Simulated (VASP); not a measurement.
TePb: electric field gradients with PBEsol

The system is TePb.

```
CELL_PARAMETERS angstrom
0.00000 3.22700 3.16246
3.22700 0.00000 3.16246
3.22700 3.22700 0.00000
ATOMIC_POSITIONS crystal
Te 0.50000 0.50000 0.50000
Pb 0.00000 0.00000 0.00000
```

This cell differs from its parent crystal: zz strain of -2 %.

```
Program                : VASP 6.6.1
Task                   : electric field gradients
Functional             : PBEsol
Potentials or basis    : VASP PAW PBE potentials, release 64 (Te, Pb_d)
Cutoff                 : 520 eV
k mesh                 : 10 × 10 × 10
Occupations            : fermi-dirac, width 0.03 eV
Spin                   : no spin polarisation
Dipole correction      : no
Further INCAR settings : ALGO = Normal; EDIFF = 1e-08; NBANDS = 17
```

```
Pressure                                : 0.7 GPa
Band gap on the k mesh                  : 0.59 eV
Largest electric field gradient by atom : Te -11.1; Pb -67.6 V/Å²
```

Stress tensor (GPa, compression positive):
```
-0.17  0.00  0.00
 0.00 -0.17  0.00
 0.00  0.00  2.56
```

Levels at points of the mesh, in eV from the valence-band top:
```
           k point  band 8  band 9  band 10  band 11  band 12  band 13
(0.00, 0.00, 0.00)   -1.58   -1.38    -1.38     3.91     3.91     4.39
(0.50, 0.00, 0.00)   -1.00   -0.94     0.00     0.59     1.12     1.22
(0.50, 0.50, 0.00)   -4.76   -3.00    -3.00     3.04     5.48     5.48
(0.50, 0.00, 0.50)   -4.72   -3.06    -2.84     3.11     5.30     5.82
```

Electric field gradients, principal values (V/Å²):
```
atom   least  middle  greatest (by size)
1 Te   5.542   5.543             -11.085
2 Pb  33.818  33.819             -67.636
```

It took 2.4 min on 1 thread of Intel Xeon 8259CL, with other jobs on the host, peak memory 0.28 GiB.

Caveat: the cell differs from its parent crystal (zz strain of -2 %); without QUAD_EFG the Cq values of the log hold for a quadrupole moment of 1 mb, not for the nuclei; the PAW data sets were made with another functional, which shifts forces and pressure a little; spin-orbit coupling is left out, which moves the levels of the heavy elements. A k mesh can miss the band edges.
